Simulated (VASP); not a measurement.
# HRh8 in VASP: a series of runs

Runs on HRh8. Level: PBE+D3(BJ). Tasks: single point.

All numbers are computed with VASP 6.6.1; they aren't measurements. Logs are shortened: lines on timing, memory, paths and dates and some standing lists are left out, and cuts for length are marked.

### 1 The cell of the first run

The cell holds a slab with vacuum, 9 atoms: a = 5.365 Å, b = 3.794 Å, c = 21.240 Å, α = 90.00°, β = 90.00°, γ = 90.00°.

### 2 Single point, PBE+D3(BJ)

The input, INCAR:

```
PREC     = Accurate       # precision mode
ENCUT    = 520            # plane-wave cutoff, eV
EDIFF    = 1E-6           # SCF threshold, eV
ISMEAR   = 0              # smearing method
SIGMA    = 0.1            # smearing width, eV
LREAL    = F              # projectors in reciprocal space
LASPH    = T              # aspherical terms in the spheres
NELM     = 100            # most SCF steps
ALGO     = Normal         # electronic algorithm
ISIF     = 2              # what is computed and relaxed
LWAVE    = F              # write WAVECAR
LCHARG   = T              # write CHGCAR
LDIPOL   = T            
IDIPOL   = 3            
DIPOL    = 0.5 0.5 0.310
GGA      = PE             # functional
IVDW     = 12             # dispersion correction
LELF     = T              # ELF
LVHAR    = T            
LVACPOTAV= T            
NBANDS   = 70             # bands
```

The input, KPOINTS:

```
regular mesh
0
Gamma
  5 7 1
```

The input, POSCAR:

```
HRh8
1.0
    5.3650160441      0.0000000000      0.0000000000
    0.0000000000      3.7936392259      0.0000000000
    0.0000000000      0.0000000000     21.2400770646
Rh H
8 1
Direct
    0.2500000000      0.5000000000      0.1883232338
    0.7500000000      0.5000000000      0.1883232338
    0.0000000000      0.0000000000      0.2514705570
    0.5000000000      0.0000000000      0.2514705570
    0.2500000000      0.5000000000      0.3153506346
    0.7500000000      0.5000000000      0.3153506346
    0.0000000000      0.0000000000      0.3738252475
    0.5000000000      0.0000000000      0.3738252475
    0.0833333333      0.0000000000      0.5291919154
```

Potentials or basis: VASP PAW PBE potentials, release 64 (Rh_pv, H).

Run with:

```
$ cat potpaw_PBE.64/Rh_pv/POTCAR potpaw_PBE.64/H/POTCAR > POTCAR
$ mpirun -np 1 vasp_std > vasp.out
```

OUTCAR:

```text
PREC = Accurate
   ENCUT = 520
   EDIFF = 1E-6
   ISMEAR = 0
   LREAL = F
   LASPH = T
   NELM = 100
   ISIF = 2
   GGA = PE
   IVDW = 12
 IVDW          = 12

 ion  position               nearest neighbor table
   1  0.250  0.500  0.188-   2 2.68   2 2.68   4 2.68   3 2.68   4 2.68   3 2.68   5 2.70
   2  0.750  0.500  0.188-   1 2.68   1 2.68   4 2.68   3 2.68   4 2.68   3 2.68   6 2.70
   3  0.000  0.000  0.251-   7 2.60   4 2.68   4 2.68   2 2.68   1 2.68   2 2.68   1 2.68   5 2.69
                             5 2.69   6 2.69   6 2.69
   4  0.500  0.000  0.251-   8 2.60   3 2.68   3 2.68   2 2.68   1 2.68   2 2.68   1 2.68   5 2.69
                             5 2.69   6 2.69   6 2.69
   5  0.250  0.500  0.315-   7 2.63   8 2.63   7 2.63   8 2.63   6 2.68   6 2.68   4 2.69   4 2.69
                             3 2.69   3 2.69   1 2.70
   6  0.750  0.500  0.315-   7 2.63   8 2.63   7 2.63   8 2.63   5 2.68   5 2.68   4 2.69   4 2.69
                             3 2.69   3 2.69   2 2.70
   7  0.000  0.000  0.374-   3 2.60   5 2.63   6 2.63   5 2.63   6 2.63   8 2.68   8 2.68
   8  0.500  0.000  0.374-   4 2.60   5 2.63   6 2.63   5 2.63   6 2.63   7 2.68   7 2.68
   9  0.083  0.000  0.529-

  LATTYP: Found a simple orthorhombic cell.
 ALAT       =     3.7936392259
 B/A-ratio  =     1.4142135624
 C/A-ratio  =     5.5988658383

  Lattice vectors:

 A1 = (   0.0000000000,  -3.7936392259,   0.0000000000)
 A2 = (   5.3650160441,   0.0000000000,   0.0000000000)
 A3 = (   0.0000000000,   0.0000000000,  21.2400770646)

Analysis of symmetry for initial positions (statically):
=====================================================================
 Subroutine PRICEL returns:
 Original cell was already a primitive cell.

 Routine SETGRP: Setting up the symmetry group for a
 simple orthorhombic supercell.

 Subroutine GETGRP returns: Found  2 space group operations
 (whereof  2 operations were pure point group operations)
 out of a pool of  8 trial point group operations.

The static configuration has the point symmetry C_1h.

Analysis of symmetry for dynamics (positions and initial velocities):
=====================================================================
 Subroutine PRICEL returns:
 Original cell was already a primitive cell.

 Routine SETGRP: Setting up the symmetry group for a
 simple orthorhombic supercell.

 Subroutine GETGRP returns: Found  2 space group operations
 (whereof  2 operations were pure point group operations)
 out of a pool of  8 trial point group operations.

The dynamic configuration has the point symmetry C_1h.

 Subroutine INISYM returns: Found  2 space group operations
 (whereof  2 operations are pure point group operations),
 and found     1 'primitive' translations

----------------------------------------------------------------------------------------

                                     Primitive cell

  volume of cell :     432.2979

  direct lattice vectors                    reciprocal lattice vectors
     5.365016044  0.000000000  0.000000000     0.186392732  0.000000000  0.000000000
     0.000000000  3.793639226  0.000000000     0.000000000  0.263599130  0.000000000
     0.000000000  0.000000000 21.240077065     0.000000000  0.000000000  0.047080808

  length of vectors
     5.365016044  3.793639226 21.240077065     0.186392732  0.263599130  0.047080808

  position of ions in fractional coordinates (direct lattice)
     0.250000000  0.500000000  0.188323234
     0.750000000  0.500000000  0.188323234
     0.000000000  0.000000000  0.251470557
     0.500000000  0.000000000  0.251470557
     0.250000000  0.500000000  0.315350635
     0.750000000  0.500000000  0.315350635
     0.000000000  0.000000000  0.373825248
     0.500000000  0.000000000  0.373825248
     0.083333333  0.000000000  0.529191915

  ion indices of the primitive-cell ions
   primitive index   ion index
                 1           1
                 2           2
                 3           3
                 4           4
                 5           5
                 6           6
                 7           7
                 8           8
                 9           9

----------------------------------------------------------------------------------------

 KPOINTS: regular mesh

Automatic generation of k-mesh.
 Grid dimensions read from file:
 generate k-points for:    5    7    1

 Generating k-lattice:

  Cartesian coordinates                     Fractional coordinates (reciprocal lattice)
     0.037278546  0.000000000  0.000000000     0.200000000  0.000000000  0.000000000
     0.000000000  0.037657019  0.000000000     0.000000000  0.142857143  0.000000000
     0.000000000  0.000000000  0.047080808     0.000000000  0.000000000  1.000000000

  Length of vectors
     0.037278546  0.037657019  0.047080808

  Shift w.r.t. Gamma in fractional coordinates (k-lattice)
     0.000000000  0.000000000  0.000000000

 Subroutine IBZKPT returns following result:
 ===========================================

 Found     12 irreducible k-points:

 Following reciprocal coordinates:
            Coordinates               Weight
  0.000000  0.000000  0.000000      1.000000
  0.200000  0.000000  0.000000      2.000000
  0.400000  0.000000  0.000000      2.000000
  0.000000  0.142857  0.000000      2.000000
  0.200000  0.142857  0.000000      4.000000
  0.400000  0.142857  0.000000      4.000000
  0.000000  0.285714  0.000000      2.000000
  0.200000  0.285714  0.000000      4.000000
  0.400000  0.285714  0.000000      4.000000
  0.000000  0.428571  0.000000      2.000000
  0.200000  0.428571  0.000000      4.000000
  0.400000  0.428571  0.000000      4.000000
   k-points           NKPTS =     12   k-points in BZ     NKDIM =     12   number of bands    NBANDS=     70
   number of dos      NEDOS =    301   number of ions     NIONS =      9
   total plane-waves  NPLWV = 179200
   dimension x,y,z NGX =    40 NGY =   28 NGZ =  160
   dimension x,y,z NGXF=    80 NGYF=   56 NGZF=  320
   ions per type =               8   1
   NGX,Y,Z   is equivalent  to a cutoff of  12.39, 12.27, 12.52 a.u.
   NGXF,Y,Z  is equivalent  to a cutoff of  24.79, 24.54, 25.05 a.u.
 SYSTEM =  unknown system
   PREC   = accura    normal or accurate (medium, high low for compatibility)
   ISTART =      0    job   : 0-new  1-cont  2-samecut
   ICHARG =      2    charge: 1-file 2-atom 10-const
   ISPIN  =      1    spin polarized calculation?
   LNONCOLLINEAR =      F non collinear calculations
   LSORBIT =      F    spin-orbit coupling
   LASPH  =      T    aspherical Exc in radial PAW
   ENCUT  =  520.0 eV  38.22 Ry    6.18 a.u.   9.98  7.05 39.49*2*pi/ulx,y,z
   NELM   =    100;   NELMIN=  2; NELMDL= -5     # of ELM steps
   EDIFF  = 0.1E-05   stopping-criterion for ELM
   LREAL  =      F    real-space projection
   EDIFFG = 0.1E-04   stopping-criterion for IOM
   NSW    =      0    number of steps for IOM
   IBRION =     -1    ionic relax: 0-MD 1-quasi-New 2-CG
   NFREE  =      0    steps in history (QN), initial steepest desc. (CG)
   ISIF   =      2    stress and relaxation
   ISYM   =      2    0-nonsym 1-usesym 2-fastsym
   POTIM  = 0.5000    time-step for ionic-motion
   TEBEG  =    0.0;   TEEND  =   0.0 temperature during run
   PSTRESS=    0.0 pullay stress
   NELECT =     121.0000    total number of electrons
   NUPDOWN=      -1.0000    fix difference up-down
   EMIN   =  10.00;   EMAX   =-10.00  energy-range for DOS
   EFERMI =   0.00;   METHOD = LEGACY
   ISMEAR =     0;   SIGMA  =   0.10  broadening in eV -4-tet -1-fermi 0-gaus
   EFERMI_NEDOS =   21; number of points for ismear=-14 and -15
   IALGO  =     38    algorithm
   IMIX   =      4    mixing-type and parameters
     AMIX     =   0.40;   BMIX     =  1.00
     AMIX_MAG =   1.60;   BMIX_MAG =  1.00
  volume/ion in A,a.u.               =      48.03       324.14
  Fermi-wavevector in a.u.,A,eV,Ry     =   1.070884  2.023676 15.603046  1.146792
  Thomas-Fermi vector in A             =   2.206607
   LORBIT       =      0    0 simple, 1 ext, 2 COOP (PROOUT), +10 PAW based schemes
   GGA     = PE    functional components
   LHFCALC =     F    Hartree Fock is set to
   AEXX    =    0.0000 exact exchange contribution
   IVDW    =    12    specifies the selected vdW correction
   LEPSILON=     F    determine dielectric tensor
   LRPA    =     F    only Hartree local field effects (RPA)
 non-spin polarized calculation
 Gauss-broadening in eV      SIGMA  =   0.10
  energy-cutoff  :      520.00
  volume of cell :      432.30
 maximum number of plane-waves:     11681
 NGX is ok and might be reduce to    40
   NGX = 19   NGY = 15   NGZ = 79

 dipolmoment           0.000000      0.000000     -0.005953 electrons x Angstroem

 number of electron     121.0000043 magnetization

 dipolmoment           0.000000      0.000000      0.205991 electrons x Angstroem

 Free energy of the ion-electron system (eV)
  ---------------------------------------------------
  ext. energy  EPLUGINS =         0.00000000
  ---------------------------------------------------
  free energy    TOTEN  =       -52.30478176 eV

  energy without entropy =      -52.20314766  energy(sigma->0) =      -52.25396471

 E-fermi :  -0.9690     XC(G=0):  -4.8845

 val. band max:       -0.9798287146   @ k =   0.2000   0.1429   0.0000
 cond. band min:      -0.9680231215   @ k =   0.4000   0.1429   0.0000
 fundamental gap:      0.0118055931
 Fermi energy:        -0.9689533130

 k-point     1 :       0.0000    0.0000    0.0000
  band No.  band energies     occupation
      1     -47.9425      2.00000
      2     -47.8889      2.00000
      3     -47.8764      2.00000
      4     -47.6747      2.00000
      5     -47.6332      2.00000
      6     -47.5723      2.00000
[... 62 lines left out ...]
     69       2.3022      0.00000
     70       2.3740      0.00000
[... 801 lines left out ...]
     69       1.5366      0.00000
     70       1.6670      0.00000

------------------------ aborting loop because EDIFF is reached ----------------------------------------

 Edisp (eV)   -3.09454

 E8    (eV) :    -1.4553

  FORCE on cell =-STRESS in cart. coord.  units (eV):
  Direction    XX          YY          ZZ          XY          YZ          ZX
  --------------------------------------------------------------------------------------
  -------------------------------------------------------------------------------------
  Total      -8.88517    -6.26603    -4.58887     0.00000     0.00000    -0.13905
  in kB     -32.93013   -23.22307   -17.00720     0.00000     0.00000    -0.51535
  external pressure =      -24.39 kB  Pullay stress =        0.00 kB

 VOLUME and BASIS-vectors are now :
 -----------------------------------------------------------------------------
  energy-cutoff  :      520.00
  volume of cell :      432.30
      direct lattice vectors                 reciprocal lattice vectors
     5.365016044  0.000000000  0.000000000     0.186392732  0.000000000  0.000000000
     0.000000000  3.793639226  0.000000000     0.000000000  0.263599130  0.000000000
     0.000000000  0.000000000 21.240077065     0.000000000  0.000000000  0.047080808

 POSITION                                       TOTAL-FORCE (eV/Angst)
 -----------------------------------------------------------------------------------
      1.34125      1.89682      4.00000        -0.025328      0.000000      0.611450
      4.02376      1.89682      4.00000         0.023070      0.000000      0.619184
      0.00000      0.00000      5.34125        -0.005194      0.000000     -0.608329
      2.68251      0.00000      5.34125         0.007634      0.000000     -0.441511
      1.34125      1.89682      6.69807        -0.028032      0.000000     -0.119769
      4.02376      1.89682      6.69807         0.020140      0.000000     -0.115387
      0.00000      0.00000      7.94008         0.124264      0.000000      0.721657
      2.68251      0.00000      7.94008        -0.070592      0.000000      0.145396
      0.44708      0.00000     11.24008        -0.045963      0.000000     -0.812691
 -----------------------------------------------------------------------------------
    total drift:                               -0.000080      0.000000      0.000640

  FREE ENERGIE OF THE ION-ELECTRON SYSTEM (eV)
  ---------------------------------------------------
  free  energy   TOTEN  =       -55.3993246056 eV

  energy  without entropy=      -55.2976905042  energy(sigma->0) =      -55.34850755

 vacuum level on the upper side and lower side of the slab         5.438         3.607
```

Wall time 9.5 min (1 thread of Intel Xeon Platinum 8559C (Emerald Rapids), shared host); peak memory 0.53 GiB.

Results:

```
Free energy                : -55.3993 eV
Largest force              : 0.814 eV/Å
Dispersion energy per atom : -0.344 eV
```

Forces on the atoms (eV/Å):
```
Rh  -0.025  0.000  0.611
Rh   0.023  0.000  0.619
Rh  -0.005  0.000 -0.608
Rh   0.008  0.000 -0.442
Rh  -0.028  0.000 -0.120
Rh   0.020  0.000 -0.115
Rh   0.124  0.000  0.722
Rh  -0.071  0.000  0.145
H   -0.046  0.000 -0.813
```

### 3 Single point, PBE+D3(BJ)

The input, INCAR:

```
SYSTEM = HRh8
PREC     = Accurate       ! precision mode
ENCUT    = 520            ! plane-wave cutoff, eV
EDIFF    = 1E-7           ! SCF threshold, eV
ISMEAR   = 0              ! smearing method
SIGMA    = 0.1            ! smearing width, eV
LREAL    = .False.        ! projectors in reciprocal space
LASPH    = .True.         ! aspherical terms in the spheres
NELM     = 80             ! most SCF steps
ALGO     = Normal         ! electronic algorithm
ISIF     = 2              ! what is computed and relaxed
LWAVE    = .False.        ! write WAVECAR
LCHARG   = .True.         ! write CHGCAR
LDIPOL   = .True.       
IDIPOL   = 3            
DIPOL    = 0.5 0.5 0.310
GGA      = PE             ! functional
IVDW     = 12             ! dispersion correction
LELF     = .True.         ! ELF
LVHAR    = .True.       
LVACPOTAV= .True.       
NBANDS   = 70             ! bands
```

The input, KPOINTS:

```
regular mesh
0
Gamma
  5 7 1
  0 0 0
```

POSCAR: that of step 2 with these lines changed.

```diff
@@ -16,2 +16,2 @@
     0.5000000000      0.0000000000      0.3738252475
-    0.0833333333      0.0000000000      0.5291919154
+    0.0000000000      0.3750000000      0.5291919154
```

Potentials or basis: VASP PAW PBE potentials, release 64 (Rh_pv, H).

Run with:

```
$ cat potpaw_PBE.64/Rh_pv/POTCAR potpaw_PBE.64/H/POTCAR > POTCAR
$ mpirun -np 1 vasp_std > vasp.out
```

Run time: 9.9 min. Hardware: 1 thread of Intel Xeon Platinum 8559C (Emerald Rapids), shared host; peak memory 0.54 GiB.

Results (log left out):

* Free energy: -55.2712 eV
* Largest force: 0.623 eV/Å
* Dispersion energy per atom: -0.344 eV

Forces on the atoms (eV/Å):
```
Rh  -0.011  0.007  0.623
Rh   0.011  0.007  0.623
Rh   0.000 -0.011 -0.575
Rh   0.000  0.002 -0.499
Rh   0.013  0.000 -0.083
Rh  -0.013  0.000 -0.083
Rh   0.000  0.099  0.506
Rh   0.000 -0.003  0.040
H    0.000 -0.100 -0.553
```

Levels at points of the mesh, in eV from the Fermi level:
| k point | band 57 | band 58 | band 59 | band 60 | band 61 | band 62 |
| --- | --- | --- | --- | --- | --- | --- |
| (0.00, 0.00, 0.00) | -0.09 | -0.06 | 0.01 | 0.09 | 0.17 | 0.29 |

(Continued in part 2 of 2.)
